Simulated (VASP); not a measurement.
# TiSi4Ni3 in VASP: further runs

Runs on TiSi4Ni3. Level: PBE. Tasks: single point.

Everything below comes from runs of VASP 6.6.1. Logs are shortened: lines on timing, memory, paths and dates and some standing lists are left out, and cuts for length are marked.

## 1. The cell of the first run

Symmetry: Pmm2, No. 25, orthorhombic system. Conventional cell: a = 3.727 Å, b = 5.810 Å, c = 4.754 Å, α = 90.00°, β = 90.00°, γ = 90.00°. Within 3.4 Å of Ti (site symmetry mm2) lie 8 Si at 2.58 to 2.84 Å and 6 Ni at 2.92 to 3.12 Å. Within 3.1 Å of Si (site symmetry m) lie 5 Ni at 2.38 to 2.95 Å and 3 Si at 2.40 to 2.71 Å and 2 Ti at 2.58 Å. Within 3.1 Å of Si (site symmetry m) lie 5 Ni at 2.33 to 2.41 Å and 2 Ti at 2.67 to 2.84 Å and 4 Si at 2.71 to 3.04 Å. Within 3.1 Å of Ni (site symmetry mm2) lie 8 Si at 2.38 to 2.95 Å and 4 Ni at 2.53 to 2.92 Å. Within 3.1 Å of Ni (site symmetry mm2) lie 6 Si at 2.37 to 2.43 Å and 2 Ni at 2.53 Å and 2 Ti at 2.94 Å. Within 3.2 Å of Ni (site symmetry mm2) lie 6 Si at 2.33 to 2.42 Å and 4 Ti at 2.92 to 3.12 Å and 2 Ni at 2.92 Å.

## 2. Single point, PBE

File INCAR:

```
SYSTEM = TiSi4Ni3
PREC = Accurate
ENCUT = 520
EDIFF = 1E-7
ISMEAR = 0
SIGMA = 0.2
LREAL = .FALSE.
LASPH = .TRUE.
NELM = 100
ALGO = Normal
ISIF = 2
LWAVE = .FALSE.
LCHARG = .FALSE.
GGA = PE
NBANDS = 39
```

File KPOINTS:

```
regular mesh
0
G
  6 6 4
  0 0 0
```

File POSCAR:

```
TiSi4Ni3
1.0
   -3.7269813628      0.0000000000      0.0000000000
    0.0000000000      0.0000000000     -4.7539302597
    0.0000000000     -5.8096247844      0.0000000000
Ti Si Ni
1 4 3
Direct
    0.5000000000      0.4722118891      0.0000000000
    0.0000000000      0.3608760801      0.2934480774
    1.0000000000      0.3608760801      0.7065519226
    0.5000000000      0.9516569602      0.7613604661
    0.5000000000      0.9516569602      0.2386395339
    0.0000000000      0.9283049018      0.5000000000
    0.5000000000      0.5697981495      0.5000000000
    0.0000000000      0.9986189791      0.0000000000
```

Potentials or basis: VASP PAW PBE potentials, release 64 (Ti_sv, Si, Ni).

Started as:

```sh
$ cat potpaw_PBE.64/Ti_sv/POTCAR potpaw_PBE.64/Si/POTCAR potpaw_PBE.64/Ni/POTCAR > POTCAR
$ mpirun -np 1 vasp_std > vasp.out
```

OUTCAR:

```text
SYSTEM = TiSi4Ni3
   PREC = Accurate
   ENCUT = 520
   EDIFF = 1E-7
   ISMEAR = 0
   LREAL = .FALSE.
   LASPH = .TRUE.
   NELM = 100
   ISIF = 2
   GGA = PE

 ion  position               nearest neighbor table
   1  0.500  0.472  0.000-   2 2.58   3 2.58   2 2.58   3 2.58   4 2.67   5 2.67   4 2.84   5 2.84
                             8 2.92   8 2.92   7 2.94   7 2.94
   2  0.000  0.361  0.293-   6 2.38   3 2.40   8 2.42   7 2.43   7 2.43   1 2.58   1 2.58   5 2.71
                             5 2.71   6 2.95
   3  0.000  0.361  0.707-   6 2.38   2 2.40   8 2.42   7 2.43   7 2.43   1 2.58   1 2.58   4 2.71
                             4 2.71   6 2.95
   4  0.500  0.952  0.761-   8 2.33   8 2.33   7 2.37   6 2.41   6 2.41   1 2.67   3 2.71   3 2.71
                             5 2.77   1 2.84   5 3.04
   5  0.500  0.952  0.239-   8 2.33   8 2.33   7 2.37   6 2.41   6 2.41   1 2.67   2 2.71   2 2.71
                             4 2.77   1 2.84   4 3.04
   6  0.000  0.928  0.500-   2 2.38   3 2.38   4 2.41   5 2.41   4 2.41   5 2.41   7 2.53   7 2.53
                             8 2.92   8 2.92   3 2.95   2 2.95
   7  0.500  0.570  0.500-   4 2.37   5 2.37   2 2.43   3 2.43   2 2.43   3 2.43   6 2.53   6 2.53
                             1 2.94   1 2.94
   8  0.000  0.999  0.000-   4 2.33   5 2.33   4 2.33   5 2.33   2 2.42   3 2.42   1 2.92   1 2.92
                             6 2.92   6 2.92

  LATTYP: Found a simple orthorhombic cell.
 ALAT       =     3.7269813628
 B/A-ratio  =     1.2755444143
 C/A-ratio  =     1.5588016732

  Lattice vectors:

 A1 = (  -3.7269813628,   0.0000000000,   0.0000000000)
 A2 = (   0.0000000000,   0.0000000000,  -4.7539302597)
 A3 = (   0.0000000000,  -5.8096247844,   0.0000000000)

Analysis of symmetry for initial positions (statically):
=====================================================================
 Subroutine PRICEL returns:
 Original cell was already a primitive cell.

 Routine SETGRP: Setting up the symmetry group for a
 simple orthorhombic supercell.

 Subroutine GETGRP returns: Found  4 space group operations
 (whereof  4 operations were pure point group operations)
 out of a pool of  8 trial point group operations.

The static configuration has the point symmetry C_2v.

Analysis of symmetry for dynamics (positions and initial velocities):
=====================================================================
 Subroutine PRICEL returns:
 Original cell was already a primitive cell.

 Routine SETGRP: Setting up the symmetry group for a
 simple orthorhombic supercell.

 Subroutine GETGRP returns: Found  4 space group operations
 (whereof  4 operations were pure point group operations)
[... 124 lines left out ...]
   PSTRESS=    0.0 pullay stress
   NELECT =      58.0000    total number of electrons
   NUPDOWN=      -1.0000    fix difference up-down
   EMIN   =  10.00;   EMAX   =-10.00  energy-range for DOS
   EFERMI =   0.00;   METHOD = LEGACY
   ISMEAR =     0;   SIGMA  =   0.20  broadening in eV -4-tet -1-fermi 0-gaus
   EFERMI_NEDOS =   21; number of points for ismear=-14 and -15
   IALGO  =     38    algorithm
   IMIX   =      4    mixing-type and parameters
     AMIX     =   0.40;   BMIX     =  1.00
     AMIX_MAG =   1.60;   BMIX_MAG =  1.00
  volume/ion in A,a.u.               =      12.87        86.83
  Fermi-wavevector in a.u.,A,eV,Ry     =   1.352171  2.555232 24.876417  1.828365
  Thomas-Fermi vector in A             =   2.479531
   LORBIT       =      0    0 simple, 1 ext, 2 COOP (PROOUT), +10 PAW based schemes
   GGA     = PE    functional components
   LHFCALC =     F    Hartree Fock is set to
   AEXX    =    0.0000 exact exchange contribution
   IVDW    =     0    specifies the selected vdW correction
   LEPSILON=     F    determine dielectric tensor
   LRPA    =     F    only Hartree local field effects (RPA)
 non-spin polarized calculation
 Gauss-broadening in eV      SIGMA  =   0.20
  energy-cutoff  :      520.00
  volume of cell :      102.93
 maximum number of plane-waves:      2796
 NGX is ok and might be reduce to    28
   NGX = 13   NGY = 17   NGZ = 21

 number of electron      57.9999967 magnetization

 Free energy of the ion-electron system (eV)
  ---------------------------------------------------
  ext. energy  EPLUGINS =         0.00000000
  ---------------------------------------------------
  free energy    TOTEN  =       -49.03771365 eV

  energy without entropy =      -48.96190191  energy(sigma->0) =      -48.99980778

 E-fermi :  10.1615     XC(G=0): -12.0191

 val. band max:       10.1611767873   @ k =   0.3333   0.5000   0.2500
 cond. band min:      10.1697739866   @ k =   0.5000   0.0000   0.2500
 fundamental gap:      0.0085971993
 Fermi energy:        10.1615362791

 k-point     1 :       0.0000    0.0000    0.0000
  band No.  band energies     occupation
      1     -46.5128      2.00000
      2     -22.8725      2.00000
      3     -22.8250      2.00000
      4     -22.7461      2.00000
      5      -2.5945      2.00000
      6       0.9974      2.00000
[... 997 lines left out ...]
     38      14.0906      0.00000
     39      14.4725      0.00000

 [... further k-points ...]

------------------------ aborting loop because EDIFF is reached ----------------------------------------

  FORCE on cell =-STRESS in cart. coord.  units (eV):
  Direction    XX          YY          ZZ          XY          YZ          ZX
  --------------------------------------------------------------------------------------
  -------------------------------------------------------------------------------------
  Total        0.3809711     -0.0147472     -0.2862375      0.0000000      0.0000000      0.0000000
  in kB        5.9298606     -0.2295424     -4.4553212      0.0000000      0.0000000      0.0000000
  external PRESSURE =       0.4149990 kB  Pullay stress =       0.0000000 kB

 VOLUME and BASIS-vectors are now :
 -----------------------------------------------------------------------------
  energy-cutoff  :      520.00
  volume of cell :      102.93
      direct lattice vectors                 reciprocal lattice vectors
    -3.726981363  0.000000000  0.000000000    -0.268313657  0.000000000  0.000000000
     0.000000000  0.000000000 -4.753930260     0.000000000  0.000000000 -0.210352265
     0.000000000 -5.809624784  0.000000000     0.000000000 -0.172128156  0.000000000

 POSITION                                       TOTAL-FORCE (eV/Angst)
 -----------------------------------------------------------------------------------
     -1.86349      0.00000     -2.24486         0.000000      0.000000     -0.011553
      0.00000     -1.70482     -1.71558         0.000000     -0.031685      0.021719
      0.00000     -4.10480     -1.71558         0.000000      0.031685      0.021719
     -1.86349     -4.42322     -4.52411         0.000000      0.024650     -0.012489
     -1.86349     -1.38641     -4.52411         0.000000     -0.024650     -0.012489
      0.00000     -2.90481     -4.41310         0.000000      0.000000     -0.002949
     -1.86349     -2.90481     -2.70878         0.000000      0.000000      0.029036
      0.00000      0.00000     -4.74736         0.000000      0.000000     -0.032993
 -----------------------------------------------------------------------------------
    total drift:                               -0.000000      0.000010      0.000290

  FREE ENERGIE OF THE ION-ELECTRON SYSTEM (eV)
  ---------------------------------------------------
  free  energy   TOTEN  =       -49.0377136531 eV

  energy  without entropy=      -48.9619019097  energy(sigma->0) =      -48.99980778
```

stdout:

```text
POSCAR found type information on POSCAR TiSiNi
 POSCAR found :  3 types and       8 ions
 scaLAPACK will be used
 LDA part: xc-table for (Slater+PW92), standard interpolation
 POSCAR, INCAR and KPOINTS ok, starting setup
 FFT: planning ... GRIDC
 FFT: planning ... GRID_SOFT
 FFT: planning ... GRID
 WAVECAR not read
 entering main loop
```

Run time: 2.8 min. Hardware: 1 thread of AMD EPYC 9R45 (Zen 5), shared host; peak memory 0.28 GiB.

What came out:

| Quantity | Value |
| --- | --- |
| Free energy | -49.0377 eV |
| Pressure | 0.0 GPa |
| Largest force | 0.038 eV/Å |
| Band gap on the k mesh | zero (bands 29 and 30 overlap by 1.30 eV) |

Forces in eV/Å, atoms in the order of the input:
```
Ti   0.000  0.000 -0.012
Si   0.000 -0.032  0.022
Si   0.000  0.032  0.022
Si   0.000  0.025 -0.012
Si   0.000 -0.025 -0.012
Ni   0.000  0.000 -0.003
Ni   0.000  0.000  0.029
Ni   0.000  0.000 -0.033
```

## 3. Single point, PBE

This run uses another cell than the first one, of 12.83 Å³/atom.

File INCAR:

```
PREC     = Accurate       # precision mode
ENCUT    = 520            # plane-wave cutoff, eV
EDIFF    = 1E-6           # SCF threshold, eV
ISMEAR   = 0              # smearing method
SIGMA    = 0.2            # smearing width, eV
LREAL    = False          # projectors in reciprocal space
LASPH    = True           # aspherical terms in the spheres
NELM     = 80             # most SCF steps
ALGO     = Normal         # electronic algorithm
ISIF     = 2              # what is computed and relaxed
LWAVE    = False          # write WAVECAR
LCHARG   = False          # write CHGCAR
GGA      = PE             # functional
NBANDS   = 39             # bands
```

File KPOINTS:

```
Automatic mesh
0
Gamma
  6 6 4
```

File POSCAR:

```
TiSi4Ni3
1.0
   -3.7464121891      0.0000052097      0.0000006048
   -0.0003193413      0.0030177285     -4.7141751141
   -0.0000773873     -5.8103402352      0.0040915271
Ti Si Ni
1 4 3
Direct
    0.4999436130      0.4726219638     -0.0000168234
   -0.0000093810      0.3621100392      0.2933898542
    0.9999798871      0.3613886777      0.7068427311
    0.5000560721      0.9534568176      0.7599276696
    0.5000379204      0.9539904594      0.2403028260
   -0.0000370575      0.9258261926      0.4992228558
    0.4999986322      0.5668401574      0.5000253316
    0.0000303139      0.9977656923      0.0003055553
```

Potentials or basis: VASP PAW PBE potentials, release 64 (Ti_sv, Si, Ni).

Started as:

```sh
$ cat potpaw_PBE.64/Ti_sv/POTCAR potpaw_PBE.64/Si/POTCAR potpaw_PBE.64/Ni/POTCAR > POTCAR
$ mpirun -np 1 vasp_std > vasp.out
```

Wall time 4 min (1 thread of AMD EPYC 9R45 (Zen 5), shared host); peak memory 0.36 GiB.

It converged, with:

- Free energy: -49.0399 eV
- Pressure: -0.1 GPa
- Largest force: 0.020 eV/Å
- Band gap on the k mesh: zero (bands 29 and 30 overlap by 1.22 eV)

Forces on the atoms (eV/Å):
```
Ti  -0.001 -0.001  0.002
Si   0.000  0.000  0.006
Si   0.000  0.003  0.006
Si   0.001 -0.004 -0.019
Si   0.001  0.005 -0.018
Ni  -0.001 -0.005  0.017
Ni   0.000 -0.001  0.008
Ni   0.000  0.003 -0.002
```

Stress tensor (GPa, compression positive):
```
-0.17  0.00  0.00
 0.00 -0.08  0.02
 0.00  0.02  0.05
```

Levels at points of the mesh, in eV from the Fermi level:
```csv
k point,band 26,band 27,band 28,band 29,band 30,band 31,band 32,band 33
"(0.00, 0.00, 0.00)",-1.16,-0.42,-0.39,-0.10,0.12,1.34,1.66,2.17
"(0.50, 0.00, 0.00)",-1.18,-1.06,-0.92,-0.82,-0.56,0.34,1.48,1.63
"(0.00, 0.50, 0.00)",-1.21,-1.00,-0.17,0.66,0.81,0.84,1.83,2.25
"(0.50, 0.50, 0.00)",-1.42,-1.37,-1.02,-0.76,-0.28,0.24,1.94,2.07
"(0.00, 0.00, 0.50)",-1.28,-0.99,-0.75,-0.22,0.79,0.95,1.20,1.47
"(0.50, 0.00, 0.50)",-1.46,-1.23,-0.75,-0.19,0.10,0.30,1.00,1.69
"(0.00, 0.50, 0.50)",-0.86,-0.80,-0.75,0.58,0.84,1.13,1.38,1.97
"(0.50, 0.50, 0.50)",-1.50,-1.38,-1.06,0.10,0.43,1.44,1.70,2.03
```

[end of part 1 of 2]
